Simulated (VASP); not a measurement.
A run of VASP 6.6.1:

File INCAR:

```
SYSTEM = Tl2Re
PREC = Accurate
ENCUT = 600
EDIFF = 1E-6
ISMEAR = 0
SIGMA = 0.1
LREAL = .FALSE.
LASPH = .TRUE.
NELM = 100
ALGO = Fast
ISIF = 3
LWAVE = .FALSE.
LCHARG = .FALSE.
GGA = PE
IBRION = 2
NSW = 90
EDIFFG = -0.04
```

The input KPOINTS:

```
Automatic mesh
0
G
  4 4 6
  0 0 0
```

The input POSCAR:

```
Tl2Re
1.0
    7.3757509261      0.0000000000      0.0000000000
    0.0000000000      7.3757509261      0.0000000000
    0.0000000000      0.0000000000      2.9227907620
Tl Re
4 2
Direct
    0.2644598491      0.2644598491      0.0000000000
    0.2355401509      0.7644598491      0.5000000000
    0.7355401509      0.7355401509      0.0000000000
    0.7644598491      0.2355401509      0.5000000000
    0.0000000000      0.0000000000      0.0000000000
    0.5000000000      0.5000000000      0.5000000000
```

Potentials or basis: VASP PAW PBE potentials, release 64 (Tl_d, Re).

The run is started by

```console
$ cat potpaw_PBE.64/Tl_d/POTCAR potpaw_PBE.64/Re/POTCAR > POTCAR
$ mpirun -np 1 vasp_std > vasp.out
```

Hardware: 1 thread of Intel(R) Xeon(R) 6975P-C (Granite Rapids), on a shared host.

Estimate the wall time of this run.

It took 2.8 min on 1 thread of Intel(R) Xeon(R) 6975P-C (Granite Rapids), with other jobs on the host, peak memory 0.39 GiB. Counts: scf iterations 24, k points 24, ion steps 2.
